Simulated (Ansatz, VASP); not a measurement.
## SnO in VASP and in Ansatz

```
Sn O
1.0
     3.80724    0.00000    0.00000
     0.00000    3.80724    0.00000
     0.00000    0.00000    4.93608
Sn O
2 2
Direct
  0.00000 0.50000 0.23243
  0.50000 0.00000 0.76757
  0.00000 0.00000 0.00000
  0.50000 0.50000 0.00000
```

Alike in both runs: task single point; functional PBE; k mesh 10 × 10 × 8; occupations gaussian, width 0.05 eV; no spin polarisation.

```csv
,VASP,Ansatz
version,VASP 6.6.1,Ansatz 0.2.0
potentials or method,"VASP PAW PBE potentials, release 64 (Sn_d, O), cutoff 520 eV","scalar-relativistic, plane waves, PAW"
valence electrons in the cell,40,40
```

```tsv
	VASP	Ansatz	Ansatz less VASP
pressure (GPa)	4.3	4.0	-0.29
traceless stress, the component that is largest in VASP (GPa)	-0.77	-0.77	-0.004
rms of the force components (eV/Å)	0.241	0.202	-0.0383
```

Atom by atom the forces differ by 0.038 eV/Å (rms over components).
